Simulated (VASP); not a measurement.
Set up this calculation in VASP 6.6.1, as the native input.

```yaml
Task: single point
Functional: PBEsol
Potentials_or_basis: VASP PAW PBE potentials, release 64 (Cd, F)
Cutoff: 520 eV
k_mesh: 8 × 8 × 8
Occupations: gaussian, width 0.05 eV
Spin: no spin polarisation
Dipole_correction: no
Further_INCAR_settings: ALGO = Normal; EDIFF = 1e-06; NBANDS = 20
```

The structure of CdF2 lies in POSCAR:

```
CdF2
1.0
    0.0000000000      2.6131800000      2.6940000000
    2.7748200000      0.0000000000      2.6940000000
    2.7748200000      2.6131800000      0.0000000000
Cd F
1 2
Direct
    0.0000000000      0.0000000000      0.0000000000
    0.2500000000      0.2500000000      0.2500000000
    0.7500000000      0.7500000000      0.7500000000
```

This cell differs from its parent crystal: strain +0.0300 x Voigt [1, -1, 0, 0, 0, 0].

The input as run:

INCAR

```
SYSTEM = CdF2
ALGO = Normal
EDIFF = 1E-6
ENCUT = 520
GGA = PS
ISIF = 2
ISMEAR = 0
LASPH = .True.
LCHARG = .False.
LREAL = .False.
LWAVE = .False.
NBANDS = 20
NELM = 60
PREC = Accurate
SIGMA = 0.05
```

KPOINTS

```
k-points
0
Gamma
  8 8 8
  0 0 0
```

Potentials or basis: VASP PAW PBE potentials, release 64 (Cd, F).

Run with:

```sh
$ cat potpaw_PBE.64/Cd/POTCAR potpaw_PBE.64/F/POTCAR > POTCAR
$ mpirun -np 1 vasp_std > vasp.out
```

It gave:

```yaml
Pressure: 0.6 GPa
Band_gap_on_the_k_mesh: 2.82 eV, indirect (least direct gap 3.29 eV)
```

Caveat: the cell differs from its parent crystal (strain +0.0300 x Voigt [1, -1, 0, 0, 0, 0]); the PAW data sets were made with another functional, which shifts forces and pressure a little.

It took 36 s on 1 thread of Intel(R) Xeon(R) 6975P-C (Granite Rapids) (shared host), peak memory 0.2 GiB.
